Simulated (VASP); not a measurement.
Input of a VASP 6.6.1 run:

Contents of POSCAR:

```
BP
1.0
    0.0000000000      2.3068380672      2.3068380672
    2.3068380672      0.0000000000      2.3068380672
    2.3068380672      2.3068380672      0.0000000000
B P
1 1
Direct
    0.0000000000      0.0000000000      0.0000000000
    0.2500000000      0.2500000000      0.2500000000
```

INCAR.step1

```
SYSTEM = BP
PREC = Accurate ; ENCUT = 520
EDIFF = 1E-5 ; ISMEAR = 0
SIGMA = 0.02 ; LREAL = .False.
LASPH = .True. ; NELM = 60
ALGO = Normal ; ISIF = 2
LWAVE = .True. ; LCHARG = .False.
GGA = PE ; NBANDS = 11
```

File INCAR.step2:

```
SYSTEM = BP
PREC = Accurate ; ENCUT = 520
EDIFF = 1E-6 ; ISMEAR = 0
SIGMA = 0.02 ; LREAL = .False.
LASPH = .True. ; NELM = 60
ALGO = Normal ; ISIF = 2
LWAVE = .False. ; LCHARG = .False.
GGA = PE ; LHFCALC = .True.
HFSCREEN = 0.2079 ; PRECFOCK = Normal
ISTART = 1 ; NBANDS = 11
```

The input KPOINTS:

```
regular mesh
0
Gamma
  6 6 6
  0 0 0
```

Potentials or basis: VASP PAW PBE potentials, release 64 (B, P).

Command:

```sh
$ cat potpaw_PBE.64/B/POTCAR potpaw_PBE.64/P/POTCAR > POTCAR
$ cp INCAR.step1 INCAR
$ mpirun -np 1 vasp_std > vasp.out
$ cp INCAR.step2 INCAR
$ mpirun -np 1 vasp_std > vasp.out
```

Q: What does it give for the band gap on the k mesh?

A: 2.16 eV (least direct gap 4.26 eV).

Q: What does it give for the pressure?

A: -9.6 GPa.

Caveat: the cell stands under tension; the PAW data sets were made with another functional, which shifts forces and pressure a little. A k mesh can miss the band edges.
